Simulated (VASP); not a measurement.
Set up this calculation in VASP 6.6.1, as the native input.

```
Task                   : single point
Functional             : r2SCAN
Potentials or basis    : VASP PAW PBE potentials, release 64 (Ga_d, N)
Cutoff                 : 520 eV
k mesh                 : 12 × 12 × 6
Occupations            : gaussian, width 0.02 eV
Spin                   : no spin polarisation
Dipole correction      : no
Further INCAR settings : ALGO = Normal; EDIFF = 1e-06; NBANDS = 26
```

The system is GaN.

```
Ga N
1.0
     3.21843    0.00000    0.00000
    -1.60921    2.78724    0.00000
     0.00000    0.00000    5.24303
Ga N
2 2
Cartesian
  0.0000 1.8582 -0.0046
  1.6092 0.9291 2.6170
  0.0000 1.8582 1.9707
  1.6092 0.9291 4.5922
```

One way to write it, as run:

POSCAR

```
GaN
1.0
    3.2184289250      0.0000000000      0.0000000000
   -1.6092144625      2.7872412093      0.0000000000
    0.0000000000      0.0000000000      5.2430304918
Ga N
2 2
Direct
    0.3333333333      0.6666666667     -0.0008683122
    0.6666666667      0.3333333333      0.4991316878
    0.3333333333      0.6666666667      0.3758683122
    0.6666666667      0.3333333333      0.8758683122
```

INCAR.step1

```
PREC = Accurate ; ENCUT = 520
ISMEAR = 0 ; SIGMA = 0.02
LREAL = False ; LASPH = True
NELM = 60 ; NBANDS = 26
GGA = PE ; ALGO = Normal
EDIFF = 1E-4 ; LWAVE = True
LCHARG = False
```

INCAR.step2

```
PREC = Accurate ; ENCUT = 520
EDIFF = 1E-6 ; ISMEAR = 0
SIGMA = 0.02 ; LREAL = False
LASPH = True ; NELM = 60
ALGO = Normal ; ISIF = 2
LWAVE = False ; LCHARG = True
METAGGA = R2SCAN ; LMIXTAU = True
LELF = True ; LVHAR = True
NBANDS = 26 ; ISTART = 1
```

KPOINTS

```
Automatic mesh
0
Gamma
  12 12 6
```

Potentials or basis: VASP PAW PBE potentials, release 64 (Ga_d, N).

Launch:

```console
$ cat potpaw_PBE.64/Ga_d/POTCAR potpaw_PBE.64/N/POTCAR > POTCAR
$ cp INCAR.step1 INCAR
$ mpirun -np 1 vasp_std > vasp.out
$ cp INCAR.step2 INCAR
$ mpirun -np 1 vasp_std > vasp.out
```

It gave:

```json
{
  "Pressure": "-5.1 GPa",
  "Band gap on the k mesh": "2.11 eV"
}
```

Caveat: the cell stands under tension; the PAW data sets were made with another functional, which shifts forces and pressure a little.

Wall time 5.6 min on 1 thread of Intel Xeon 8259CL (shared host), peak memory 0.22 GiB.
